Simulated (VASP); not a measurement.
# Ta4O (P4/mmm) in VASP: settings compared

Ta4O is run at these levels: PBEsol+D3(BJ), r2SCAN+rVV10; tasks: single point.

Program: VASP 6.6.1. These are calculated values, not measurements. Logs are shortened: lines on timing, memory, paths and dates and some standing lists are left out, and cuts for length are marked.

## Step 1: The cell of the first run

The structure is tetragonal, space group P4/mmm (No. 123). Conventional cell: a = 3.257 Å, b = 3.257 Å, c = 7.409 Å, α = 90.00°, β = 90.00°, γ = 90.00°. Within 3.3 Å of Ta (site symmetry 4/mmm) lie 4 O at 2.30 Å and 12 Ta at 3.12 to 3.26 Å. Ta (site symmetry 4mm) has 1 O at 2.10 Å and 4 Ta at 2.81 Å within 2.9 Å. Within 3.8 Å of Ta (site symmetry 4/mmm) lie 14 Ta at 2.81 to 3.70 Å. O (site symmetry 4/mmm) has 6 Ta at 2.10 to 2.30 Å within 2.8 Å.

## Step 2: Single point, PBEsol+D3(BJ)

Contents of INCAR:

```
  PREC = Accurate
  ENCUT = 520
  EDIFF = 1E-6
  ISMEAR = 0
  SIGMA = 0.1
  LREAL = F
  LASPH = T
  NELM = 100
  ALGO = Normal
  ISIF = 2
  LWAVE = F
  LCHARG = F
  GGA = PS
  IVDW = 12
  NBANDS = 33
```

Contents of KPOINTS:

```
Automatic mesh
0
Gamma
  12 12 6
```

Contents of POSCAR:

```
Ta4O
1.0
    3.2574970000      0.0000000000      0.0000000000
    0.0000000000      3.2574970000      0.0000000000
    0.0000000000      0.0000000000      7.4093410000
Ta O
4 1
Direct
    0.0000000000      0.0000000000      0.5000000000
    0.5000000000      0.5000000000      0.7831580000
    0.5000000000      0.5000000000      0.2168420000
    0.0000000000      0.0000000000      0.0000000000
    0.5000000000      0.5000000000      0.5000000000
```

Potentials or basis: VASP PAW PBE potentials, release 64 (Ta_pv, O).

Started as:

```
$ cat potpaw_PBE.64/Ta_pv/POTCAR potpaw_PBE.64/O/POTCAR > POTCAR
$ mpirun -np 1 vasp_std > vasp.out
```

OUTCAR:

```text
PREC = Accurate
   ENCUT = 520
   EDIFF = 1E-6
   ISMEAR = 0
   LREAL = F
   LASPH = T
   NELM = 100
   ISIF = 2
   GGA = PS
   IVDW = 12
 IVDW          = 12

 ion  position               nearest neighbor table
   1  0.000  0.000  0.500-   5 2.30   5 2.30   5 2.30   5 2.30   3 3.12   3 3.12   2 3.12   3 3.12
                             2 3.12   2 3.12   3 3.12   2 3.12
   2  0.500  0.500  0.783-   5 2.10   4 2.81   4 2.81   4 2.81   4 2.81   1 3.12   1 3.12   1 3.12
                             1 3.12   3 3.21
   3  0.500  0.500  0.217-   5 2.10   4 2.81   4 2.81   4 2.81   4 2.81   1 3.12   1 3.12   1 3.12
                             1 3.12   2 3.21
   4  0.000  0.000  0.000-   2 2.81   3 2.81   2 2.81   3 2.81   2 2.81   3 2.81   2 2.81   3 2.81

   5  0.500  0.500  0.500-   2 2.10   3 2.10   1 2.30   1 2.30   1 2.30   1 2.30

  LATTYP: Found a simple tetragonal cell.
 ALAT       =     3.2574970000
 C/A-ratio  =     2.2745503680

  Lattice vectors:

 A1 = (   3.2574970000,   0.0000000000,   0.0000000000)
 A2 = (   0.0000000000,   3.2574970000,   0.0000000000)
 A3 = (   0.0000000000,   0.0000000000,   7.4093410000)

Analysis of symmetry for initial positions (statically):
=====================================================================
 Subroutine PRICEL returns:
 Original cell was already a primitive cell.

 Routine SETGRP: Setting up the symmetry group for a
 simple tetragonal supercell.

 Subroutine GETGRP returns: Found 16 space group operations
 (whereof 16 operations were pure point group operations)
 out of a pool of 16 trial point group operations.

The static configuration has the point symmetry D_4h.

Analysis of symmetry for dynamics (positions and initial velocities):
=====================================================================
 Subroutine PRICEL returns:
 Original cell was already a primitive cell.

 Routine SETGRP: Setting up the symmetry group for a
 simple tetragonal supercell.

 Subroutine GETGRP returns: Found 16 space group operations
 (whereof 16 operations were pure point group operations)
 out of a pool of 16 trial point group operations.

The dynamic configuration has the point symmetry D_4h.

 Subroutine INISYM returns: Found 16 space group operations
 (whereof 16 operations are pure point group operations),
 and found     1 'primitive' translations

[... 98 lines left out ...]
   ENCUT  =  520.0 eV  38.22 Ry    6.18 a.u.   6.06  6.06 13.78*2*pi/ulx,y,z
   NELM   =    100;   NELMIN=  2; NELMDL= -5     # of ELM steps
   EDIFF  = 0.1E-05   stopping-criterion for ELM
   LREAL  =      F    real-space projection
   EDIFFG = 0.1E-04   stopping-criterion for IOM
   NSW    =      0    number of steps for IOM
   IBRION =     -1    ionic relax: 0-MD 1-quasi-New 2-CG
   NFREE  =      0    steps in history (QN), initial steepest desc. (CG)
   ISIF   =      2    stress and relaxation
   ISYM   =      2    0-nonsym 1-usesym 2-fastsym
   POTIM  = 0.5000    time-step for ionic-motion
   TEBEG  =    0.0;   TEEND  =   0.0 temperature during run
   PSTRESS=    0.0 pullay stress
   NELECT =      50.0000    total number of electrons
   NUPDOWN=      -1.0000    fix difference up-down
   EMIN   =  10.00;   EMAX   =-10.00  energy-range for DOS
   EFERMI =   0.00;   METHOD = LEGACY
   ISMEAR =     0;   SIGMA  =   0.10  broadening in eV -4-tet -1-fermi 0-gaus
   EFERMI_NEDOS =   21; number of points for ismear=-14 and -15
   IALGO  =     38    algorithm
   IMIX   =      4    mixing-type and parameters
     AMIX     =   0.40;   BMIX     =  1.00
     AMIX_MAG =   1.60;   BMIX_MAG =  1.00
  volume/ion in A,a.u.               =      15.72       106.11
  Fermi-wavevector in a.u.,A,eV,Ry     =   1.407826  2.660405 26.966391  1.981974
  Thomas-Fermi vector in A             =   2.530046
   LORBIT       =      0    0 simple, 1 ext, 2 COOP (PROOUT), +10 PAW based schemes
   GGA     = PS    functional components
   LHFCALC =     F    Hartree Fock is set to
   AEXX    =    0.0000 exact exchange contribution
   IVDW    =    12    specifies the selected vdW correction
   LEPSILON=     F    determine dielectric tensor
   LRPA    =     F    only Hartree local field effects (RPA)
 non-spin polarized calculation
 Gauss-broadening in eV      SIGMA  =   0.10
  energy-cutoff  :      520.00
  volume of cell :       78.62
 maximum number of plane-waves:      2144
   NGX = 13   NGY = 13   NGZ = 27

 number of electron      50.0000004 magnetization

 Free energy of the ion-electron system (eV)
  ---------------------------------------------------
  ext. energy  EPLUGINS =         0.00000000
  ---------------------------------------------------
  free energy    TOTEN  =       -58.49927478 eV

  energy without entropy =      -58.49044363  energy(sigma->0) =      -58.49485920

 E-fermi :   6.2342     XC(G=0): -12.7297

 val. band max:        6.2252688602   @ k =   0.0833   0.0000   0.0000
 cond. band min:       6.2415143329   @ k =   0.3333   0.0000   0.0000
 fundamental gap:      0.0162454726
 Fermi energy:         6.2342313082

 k-point     1 :       0.0000    0.0000    0.0000
  band No.  band energies     occupation
      1     -29.2771      2.00000
      2     -29.2771      2.00000
      3     -28.9152      2.00000
      4     -28.3529      2.00000
      5     -28.2278      2.00000
      6     -28.0152      2.00000
[... 853 lines left out ...]
     32      10.2025      0.00000
     33      10.4527      0.00000

 [... further k-points ...]

------------------------ aborting loop because EDIFF is reached ----------------------------------------

 Edisp (eV)   -2.91344

 E8    (eV) :    -2.1310

  FORCE on cell =-STRESS in cart. coord.  units (eV):
  Direction    XX          YY          ZZ          XY          YZ          ZX
  --------------------------------------------------------------------------------------
  -------------------------------------------------------------------------------------
  Total      -6.72575    -6.72575    -6.96340     0.00000     0.00000     0.00000
  in kB    -137.05780  -137.05780  -141.90056     0.00000     0.00000     0.00000
  external pressure =     -138.67 kB  Pullay stress =        0.00 kB

 VOLUME and BASIS-vectors are now :
 -----------------------------------------------------------------------------
  energy-cutoff  :      520.00
  volume of cell :       78.62
      direct lattice vectors                 reciprocal lattice vectors
     3.257497000  0.000000000  0.000000000     0.306984166  0.000000000  0.000000000
     0.000000000  3.257497000  0.000000000     0.000000000  0.306984166  0.000000000
     0.000000000  0.000000000  7.409341000     0.000000000  0.000000000  0.134964769

 POSITION                                       TOTAL-FORCE (eV/Angst)
 -----------------------------------------------------------------------------------
      0.00000      0.00000      3.70467         0.000000      0.000000      0.000000
      1.62875      1.62875      5.80268         0.000000      0.000000     -0.068000
      1.62875      1.62875      1.60666         0.000000     -0.000000      0.068000
      0.00000      0.00000      0.00000         0.000000      0.000000      0.000000
      1.62875      1.62875      3.70467         0.000000      0.000000      0.000000
 -----------------------------------------------------------------------------------
    total drift:                                0.000000     -0.000000      0.000000

  FREE ENERGIE OF THE ION-ELECTRON SYSTEM (eV)
  ---------------------------------------------------
  free  energy   TOTEN  =       -61.4127150340 eV

  energy  without entropy=      -61.4038838798  energy(sigma->0) =      -61.40829946
```

stdout:

```text
POSCAR found type information on POSCAR TaO
 POSCAR found :  2 types and       5 ions
 scaLAPACK will be used
 -----------------------------------------------------------------------------
|                                                                             |
|                                                                             |
|     You enforced a specific xc type in the INCAR file but a different       |
|     I HOPE YOU KNOW WHAT YOU ARE DOING!                                     |
|                                                                             |
 -----------------------------------------------------------------------------

 LDA part: xc-table for (Slater+PW92), standard interpolation
 POSCAR, INCAR and KPOINTS ok, starting setup
 FFT: planning ... GRIDC
 FFT: planning ... GRID_SOFT
 FFT: planning ... GRID
 WAVECAR not read
 entering main loop
```

Wall time 3.3 min (1 thread of Intel Xeon Platinum 8259CL at 2.50GHz (Skylake/Cascade Lake), shared host); peak memory 0.35 GiB.

Results:

```yaml
Free_energy: -61.4127 eV
Pressure: -13.9 GPa
Largest_force: 0.068 eV/Å
Band_gap_on_the_k_mesh: zero (bands 25 and 26 overlap by 0.98 eV)
Dispersion_energy_per_atom: -0.583 eV
```

Forces on the atoms (eV/Å):
```
Ta   0.000  0.000  0.000
Ta   0.000  0.000 -0.068
Ta   0.000  0.000  0.068
Ta   0.000  0.000  0.000
O    0.000  0.000  0.000
```

Levels at points of the mesh, in eV from the Fermi level:
| k point | band 22 | band 23 | band 24 | band 25 | band 26 | band 27 | band 28 | band 29 |
| --- | --- | --- | --- | --- | --- | --- | --- | --- |
| (0.00, 0.00, 0.00) | -1.54 | -0.45 | -0.45 | -0.23 | 0.49 | 1.05 | 1.05 | 1.29 |
| (0.50, 0.00, 0.00) | -1.09 | -0.92 | -0.66 | 0.23 | 0.92 | 0.94 | 1.34 | 1.74 |
| (0.50, 0.50, 0.00) | -1.48 | -1.48 | -0.65 | -0.65 | 1.63 | 2.38 | 2.78 | 2.78 |
| (0.00, 0.00, 0.50) | -0.55 | -0.52 | -0.52 | 0.13 | 0.69 | 0.69 | 0.77 | 1.07 |
| (0.50, 0.00, 0.50) | -1.17 | -1.00 | -0.62 | -0.41 | 1.04 | 1.31 | 1.56 | 1.85 |
| (0.50, 0.50, 0.50) | -1.68 | -1.68 | 0.05 | 0.05 | 1.63 | 1.94 | 1.94 | 2.89 |

Caveat: three body term missing; the cell stands under tension; the PAW data sets were made with another functional, which shifts forces and pressure a little; spin-orbit coupling is left out, which moves the levels of the heavy elements.

## Step 3: Single point, r2SCAN+rVV10

This run uses another cell than the first one, of 15.29 Å³/atom.

Contents of POSCAR:

```
Ta4O
1.0
    3.2313575879      0.0000000000      0.0000000000
    0.0000000000      3.2313575879      0.0000000000
    0.0000000000      0.0000000000      7.3201981387
Ta O
4 1
Direct
    0.0000000000      0.0000000000      0.5000000000
    0.5000000000      0.5000000000      0.7824311402
    0.5000000000      0.5000000000      0.2175688598
    0.0000000000      0.0000000000      0.0000000000
    0.5000000000      0.5000000000      0.5000000000
```

Contents of INCAR.step1:

```
ALGO = Normal
EDIFF = 1E-4
ENCUT = 520
GGA = PE
ISMEAR = 0
LASPH = T
LCHARG = F
LREAL = F
LWAVE = T
NBANDS = 33
NELM = 100
PREC = Accurate
SIGMA = 0.1
```

Contents of INCAR.step2:

```
ALGO = Normal
BPARAM = 11.95
CPARAM = 0.0093
EDIFF = 1E-6
ENCUT = 520
ISIF = 2
ISMEAR = 0
ISTART = 1
IVDW_NL = 2
LASPH = T
LCHARG = F
LMIXTAU = T
LREAL = F
LUSE_VDW = T
LWAVE = F
METAGGA = R2SCAN
NBANDS = 33
NELM = 100
PREC = Accurate
SIGMA = 0.1
```

Contents of KPOINTS:

```
k-points
0
Gamma
  12 12 6
```

Potentials or basis: VASP PAW PBE potentials, release 64 (Ta_pv, O).

Started as:

```
$ cat potpaw_PBE.64/Ta_pv/POTCAR potpaw_PBE.64/O/POTCAR > POTCAR
$ cp INCAR.step1 INCAR
$ mpirun -np 1 vasp_std > vasp.out
$ cp INCAR.step2 INCAR
$ mpirun -np 1 vasp_std > vasp.out
```

OUTCAR:

```text
BPARAM = 11.95
   EDIFF = 1E-6
   ENCUT = 520
   ISIF = 2
   ISMEAR = 0
   ISTART = 1
   IVDW_NL = 2
   LASPH = T
   LREAL = F
   METAGGA = R2SCAN
   NELM = 100
   PREC = Accurate

 ion  position               nearest neighbor table
   1  0.000  0.000  0.500-   5 2.28   5 2.28   5 2.28   5 2.28   3 3.08   3 3.08   2 3.08   3 3.08
                             2 3.08   2 3.08   3 3.08   2 3.08
   2  0.500  0.500  0.782-   5 2.07   4 2.79   4 2.79   4 2.79   4 2.79   1 3.08   1 3.08   1 3.08
                             1 3.08   3 3.19
[... 1076 lines left out ...]
  -------------------------------------------------------------------------------------
  Total        0.7606335      0.7606335      0.8098199      0.0000000     -0.0000000     -0.0000000
  in kB       15.9438485     15.9438485     16.9748578      0.0000000     -0.0000000     -0.0000000
  external PRESSURE =      16.2875183 kB  Pullay stress =       0.0000000 kB

 VOLUME and BASIS-vectors are now :
 -----------------------------------------------------------------------------
  energy-cutoff  :      520.00
  volume of cell :       76.44
      direct lattice vectors                 reciprocal lattice vectors
     3.231357588  0.000000000  0.000000000     0.309467452  0.000000000  0.000000000
     0.000000000  3.231357588  0.000000000     0.000000000  0.309467452  0.000000000
     0.000000000  0.000000000  7.320198139     0.000000000  0.000000000  0.136608324

 POSITION                                       TOTAL-FORCE (eV/Angst)
 -----------------------------------------------------------------------------------
      0.00000      0.00000      3.66010        -0.000000      0.000000      0.000000
      1.61568      1.61568      5.72755         0.000000     -0.000000      0.035955
      1.61568      1.61568      1.59265        -0.000000     -0.000000     -0.035955
      0.00000      0.00000      0.00000        -0.000000      0.000000      0.000000
      1.61568      1.61568      3.66010        -0.000000      0.000000      0.000000
 -----------------------------------------------------------------------------------
    total drift:                                0.000000     -0.000000      0.000000

  FREE ENERGIE OF THE ION-ELECTRON SYSTEM (eV)
  ---------------------------------------------------
  free  energy   TOTEN  =      -202.7285996127 eV

  energy  without entropy=     -202.7206926502  energy(sigma->0) =     -202.72464613
```

OSZICAR.step1:

```text
N       E                     dE             d eps       ncg     rms          rms(c)
DAV:   1     0.496418550628E+03    0.49642E+03   -0.27695E+04  7400   0.159E+03
DAV:   2    -0.332434258092E+02   -0.52966E+03   -0.51361E+03  8279   0.470E+02
DAV:   3    -0.590168085919E+02   -0.25773E+02   -0.25127E+02  9504   0.955E+01
DAV:   4    -0.595108652019E+02   -0.49406E+00   -0.48986E+00  9088   0.127E+01
DAV:   5    -0.595233504516E+02   -0.12485E-01   -0.12469E-01  9655   0.156E+00    0.317E+01
DAV:   6    -0.566151468108E+02    0.29082E+01   -0.27171E+01  9589   0.363E+01    0.159E+01
DAV:   7    -0.560340416596E+02    0.58111E+00   -0.16028E+01  9991   0.178E+01    0.109E+01
DAV:   8    -0.550719052544E+02    0.96214E+00   -0.36805E+00  9482   0.124E+01    0.259E+00
DAV:   9    -0.550514336209E+02    0.20472E-01   -0.33915E-01  9209   0.377E+00    0.707E-01
DAV:  10    -0.550506785376E+02    0.75508E-03   -0.26692E-02  8959   0.106E+00    0.402E-01
DAV:  11    -0.550505856377E+02    0.92900E-04   -0.47498E-03  9972   0.507E-01    0.923E-02
DAV:  12    -0.550504686238E+02    0.11701E-03   -0.12644E-03  9580   0.257E-01    0.555E-02
DAV:  13    -0.550504506524E+02    0.17971E-04   -0.11584E-04  5817   0.729E-02
   1 F= -.55050451E+02 E0= -.55046264E+02  d E =-.837256E-02
```

Run time: 11 min. Hardware: 1 thread of Intel Xeon Platinum 8259CL at 2.50GHz (Skylake/Cascade Lake), shared host; peak memory 0.46 GiB.

What came out:

```yaml
Free_energy: -202.7286 eV
Pressure: 1.6 GPa
Largest_force: 0.036 eV/Å
Band_gap_on_the_k_mesh: zero (bands 25 and 26 overlap by 1.17 eV)
```

Forces in eV/Å, atoms in the order of the input:
```
Ta   0.000  0.000  0.000
Ta   0.000  0.000  0.036
Ta   0.000  0.000 -0.036
Ta   0.000  0.000  0.000
O    0.000  0.000  0.000
```

Levels at points of the mesh, in eV from the Fermi level:
```csv
k point,band 21,band 22,band 23,band 24,band 25,band 26,band 27,band 28,band 29,band 30
"(0.00, 0.00, 0.00)",-2.71,-1.68,-0.47,-0.47,0.18,0.68,1.08,1.08,1.63,1.84
"(0.50, 0.00, 0.00)",-1.62,-1.20,-1.00,-0.73,0.17,0.97,1.04,1.31,1.83,2.31
"(0.50, 0.50, 0.00)",-2.25,-1.68,-1.68,-0.74,-0.74,2.04,2.80,2.87,2.87,3.36
"(0.00, 0.00, 0.50)",-3.76,-0.56,-0.56,-0.52,0.58,0.76,0.76,1.08,1.18,2.03
"(0.50, 0.00, 0.50)",-1.87,-1.27,-1.08,-0.75,-0.53,1.14,1.39,1.82,2.00,2.50
"(0.50, 0.50, 0.50)",-2.95,-1.85,-1.85,-0.08,-0.08,2.05,2.05,2.05,3.35,3.36
```

Caveat: the PAW data sets were made with another functional, which shifts forces and pressure a little; spin-orbit coupling is left out, which moves the levels of the heavy elements.
